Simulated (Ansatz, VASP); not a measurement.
## Two plane-wave programs on C

INCAR

```
ALGO     = Normal         # electronic algorithm
EDIFF    = 1E-6           # SCF threshold, eV
ENCUT    = 520            # plane-wave cutoff, eV
GGA      = CA             # functional
ISIF     = 2              # what is computed and relaxed
ISMEAR   = 0              # smearing method
LASPH    = True           # aspherical terms in the spheres
LCHARG   = False          # write CHGCAR
LREAL    = False          # projectors in reciprocal space
LWAVE    = False          # write WAVECAR
NBANDS   = 11             # bands
NELM     = 60             # most SCF steps
PREC     = Accurate       # precision mode
SIGMA    = 0.03           # smearing width, eV
```

Contents of KPOINTS:

```
k-points
0
Gamma
  18 18 18
```

The input POSCAR:

```
C
1.0
    0.0000000000      2.1456495685      3.2695477669
    1.2395372243      0.0000000000      3.2695477669
    1.2395372243      2.1456495685      0.0000000000
C
2
Direct
    0.1667065656      0.8332934344      0.1667065656
    0.8332934344      0.1667065656      0.8332934344
```

Input for Ansatz:

```yaml
crystal:
  lattice:
    - [0.0, 2.1456495685, 3.2695477669]
    - [1.2395372243, 0.0, 3.2695477669]
    - [1.2395372243, 2.1456495685, 0.0]
  atoms:
    - { symbol: C, position: [0.1667065656, 0.8332934344, 0.1667065656] }
    - { symbol: C, position: [0.8332934344, 0.1667065656, 0.8332934344] }
basis:
  ecutwfc: 420
kpoints:
  mp_grid: { grid: [18, 18, 18] }
hamiltonian:
  xc: lda
scf:
  occupations: { method: gaussian, width: 0.03 }
output:
  forces: true
  stress: true
  eigenvalues: true
  write_density: true
  write_potential: true
  elf: true
  volumetric_format: npy
```

Alike in both runs: task single point; functional LDA; k mesh 18 × 18 × 18; occupations gaussian, width 0.03 eV; no spin polarisation.

|  | VASP | Ansatz |
| --- | --- | --- |
| version | VASP 6.6.1 | Ansatz 0.2.0 |
| potentials or method | VASP PAW LDA potentials, release 64 (C), cutoff 520 eV | scalar-relativistic, plane waves, PAW |
| valence electrons in the cell | 8 | 8 |

|  | VASP | Ansatz | Ansatz less VASP |
| --- | --- | --- | --- |
| gap on the k mesh at the Fermi level (eV) | 0.09 | 0.09 | 0.000 |
| least direct gap on the mesh (eV) | 0.19 | 0.18 | -0.001 |
| pressure (GPa) | -10.3 | -11.1 | -0.81 |
| traceless stress, the component that is largest in VASP (GPa) | 11.25 | 12.16 | +0.911 |

LDA's correlation is that of Perdew and Zunger in VASP and of Perdew and Wang (1992) in Ansatz.
